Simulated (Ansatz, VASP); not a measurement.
# One calculation of Ti3O4, two programs

The input INCAR:

```
SYSTEM = Ti3O4
PREC = Accurate
ENCUT = 520
EDIFF = 1E-6
ISMEAR = 0
SIGMA = 0.15
LREAL = .FALSE.
LASPH = .TRUE.
NELM = 100
ALGO = Normal
ISIF = 2
LWAVE = .FALSE.
LCHARG = .FALSE.
GGA = PS
NBANDS = 39
```

KPOINTS

```
regular mesh
0
G
  8 8 14
  0 0 0
```

File POSCAR:

```
Ti3O4
1.0
    2.9128162305     -4.0303540204      0.0000000000
    2.9128162305      4.0303540204      0.0000000000
    0.0000000000      0.0000000000      2.9690273776
Ti O
3 4
Direct
    0.0000000000      0.0000000000      0.5000000000
    0.5000000000      0.0000000000      0.0000000000
    0.0000000000      0.5000000000      0.0000000000
    0.7506727973      0.7506727973      0.0000000000
    0.2439895255      0.7560104745      0.5000000000
    0.2493272027      0.2493272027      0.0000000000
    0.7560104745      0.2439895255      0.5000000000
```

Input for Ansatz:

```yaml
crystal:
  lattice:
    - [2.9128162305, -4.0303540204, 0.0]
    - [2.9128162305, 4.0303540204, 0.0]
    - [0.0, 0.0, 2.9690273776]
  atoms:
    - { symbol: Ti, position: [0.0, 0.0, 0.5] }
    - { symbol: Ti, position: [0.5, 0.0, 0.0] }
    - { symbol: Ti, position: [0.0, 0.5, 0.0] }
    - { symbol: O, position: [0.7506727973, 0.7506727973, 0.0] }
    - { symbol: O, position: [0.2439895255, 0.7560104745, 0.5] }
    - { symbol: O, position: [0.2493272027, 0.2493272027, 0.0] }
    - { symbol: O, position: [0.7560104745, 0.2439895255, 0.5] }
basis:
  ecutwfc: 420
kpoints:
  mp_grid: { grid: [8, 8, 14] }
hamiltonian:
  xc: pbesol
scf:
  occupations: { method: gaussian, width: 0.15 }
output:
  forces: true
  stress: true
  eigenvalues: true
  write_density: true
  write_potential: true
  elf: true
  volumetric_format: npy
```

Change from the starting cell: mode 11 (425.2 1/cm) frozen in, largest displacement -0.120 Å.

Alike in both runs: task single point; functional PBEsol; k mesh 8 × 8 × 14; occupations gaussian, width 0.15 eV; no spin polarisation.

```csv
,VASP,Ansatz
version,VASP 6.6.1,Ansatz 0.2.0
potentials or method,"VASP PAW PBE potentials, release 64 (Ti_sv, O), cutoff 520 eV","scalar-relativistic, plane waves, PAW"
valence electrons in the cell,60,60
```

```csv
,VASP,Ansatz,Ansatz less VASP
gap on the k mesh at the Fermi level (eV),none,none,-
pressure (GPa),2.4,1.7,-0.78
"traceless stress, the component that is largest in VASP (GPa)",8.07,7.89,-0.186
rms of the force components (eV/Å),0.512,0.507,-0.0049
```

VASP's potentials were made for PBE, not for PBEsol. Atom by atom the forces differ by 0.012 eV/Å (rms over components). A gap of «none» marks a metal or a gap that the smearing closes.
